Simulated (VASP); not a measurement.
## Tl3Sb2Mo: single point with PBE

Crystal: Tl3Sb2Mo.

```
Tl Sb Mo
1.0
     3.07992    1.77819    4.71949
    -3.07992    1.77819    4.71949
     0.00000   -3.55639    4.71949
Tl Sb Mo
3 2 1
Direct
  0.00000 0.50000 0.00000
  0.00000 0.00000 0.50000
  0.50000 0.00000 0.00000
  0.37106 0.37106 0.37106
  0.62894 0.62894 0.62894
  0.00000 0.00000 0.00000
```

The cell was built from a structure type or drawn by symmetry, and may not be a known phase.

```
Program             : VASP 6.6.1
Task                : single point
Functional          : PBE
Potentials or basis : VASP PAW PBE potentials, release 64 (Tl_d, Sb, Mo_sv)
Cutoff              : 520 eV
k mesh              : 3 × 3 × 3
Occupations         : gaussian, width 0.1 eV
Spin                : collinear spin
Starting moments    : [0.0, 0.0, 0.0, 0.0, 0.0, 1.0] μB
```

The pressure is 0.3 GPa. The largest force is 0.066 eV/Å, the net moment is 1.14 μB per cell and the site moments are Tl +0.00; Sb -0.01; Mo +1.02 μB. The valence electrons inside the program's atomic spheres are Tl 11.31; Sb 2.31; Mo 12.16.

Forces in eV/Å, atoms in the order of the input:
```
Tl   0.000  0.000  0.000
Tl   0.000  0.000  0.000
Tl   0.000  0.000  0.000
Sb   0.000  0.000  0.066
Sb   0.000  0.000 -0.066
Mo   0.000  0.000  0.000
```

Stress tensor (GPa, compression positive):
```
 0.88  0.00  0.00
 0.00  0.88  0.00
 0.00  0.00 -0.98
```

Levels at points of the mesh, in eV from the Fermi level:
Spin up:
| k point | band 29 | band 30 | band 31 | band 32 | band 33 | band 34 | band 35 | band 36 |
| --- | --- | --- | --- | --- | --- | --- | --- | --- |
| (0.00, 0.00, 0.00) | -2.44 | -2.00 | -1.93 | -0.19 | 0.32 | 0.32 | 0.49 | 0.49 |
Spin down:
| k point | band 27 | band 28 | band 29 | band 30 | band 31 | band 32 | band 33 | band 34 | band 35 | band 36 |
| --- | --- | --- | --- | --- | --- | --- | --- | --- | --- | --- |
| (0.00, 0.00, 0.00) | -2.64 | -2.24 | -2.24 | -1.96 | -1.89 | 0.37 | 0.37 | 0.57 | 1.23 | 1.23 |

It took 3.9 min on 1 thread of Intel Xeon 8259CL, on a shared host, peak memory 0.43 GiB.

Caveat: the k points lie up to 0.42 Å⁻¹ apart; spin-orbit coupling is left out, which moves the levels of the heavy elements.
